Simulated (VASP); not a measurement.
In, 2 atoms in the cell. It takes space group P6_3/mmc (No. 194, hexagonal). Conventional cell: a = 3.258 Å, b = 3.258 Å, c = 5.295 Å, α = 90.00°, β = 90.00°, γ = 120.00°. In (site symmetry -6m2) has 12 In at 3.25 to 3.26 Å within 4.3 Å.  This cell differs from its parent crystal: volume scaled by 0.88.

* Program: VASP 6.6.1
* Task: single point
* Functional: PBE
* Potentials or basis: VASP PAW PBE potentials, release 64 (In_d)
* Cutoff: 520 eV
* k mesh: 12 × 12 × 7
* Occupations: fermi-dirac, width 0.1 eV
* Spin: no spin polarisation
* Dipole correction: no
* Further INCAR settings: ALGO = Normal; EDIFF = 1e-06; NBANDS = 20

Potentials or basis: VASP PAW PBE potentials, release 64 (In_d).

Launch:

```sh
$ cat potpaw_PBE.64/In_d/POTCAR > POTCAR
$ mpirun -np 1 vasp_std > vasp.out
```

Hardware: 1 thread of Intel(R) Xeon(R) 6975P-C (Granite Rapids), on a shared host.

Question: Estimate the wall time of this run.

Answer: Run time: 17 s on 1 thread of Intel(R) Xeon(R) 6975P-C (Granite Rapids), on a shared host, peak memory 0.19 GiB. Counts: scf iterations 11, k points 76.
